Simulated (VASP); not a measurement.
A run of VASP 6.6.1 is set up as follows.

Contents of INCAR:

```
SYSTEM = Hf
PREC = Accurate
ENCUT = 520
EDIFF = 1E-6
ISMEAR = -1
SIGMA = 0.06122561905347299
LREAL = .False.
LASPH = .True.
NELM = 60
ALGO = Normal
ISIF = 2
LWAVE = .False.
LCHARG = .True.
GGA = PE
LELF = .True.
LVHAR = .True.
NBANDS = 11
```

KPOINTS

```
regular mesh
0
Gamma
  42 42 42
  0 0 0
```

Contents of POSCAR:

```
Hf
1.0
    0.0000000000      2.2429137693      2.2429137693
    2.2429137693      0.0000000000      2.2429137693
    2.2429137693      2.2429137693      0.0000000000
Hf
1
Direct
    0.0000000000      0.0000000000      0.0000000000
```

Potentials or basis: VASP PAW PBE potentials, release 64 (Hf_pv).

The run is started by

```sh
$ cat potpaw_PBE.64/Hf_pv/POTCAR > POTCAR
$ mpirun -np 1 vasp_std > vasp.out
```

**Question.** Estimate the pressure.

**Answer.** -0.5 GPa.

**Question.** What does it give for the band gap on the k mesh?

**Answer.** Zero (band 5 reaches 6.08 eV, above the bottom of band 6 at 4.02 eV).

Caveat: spin-orbit coupling is left out, which moves the levels of the heavy elements.
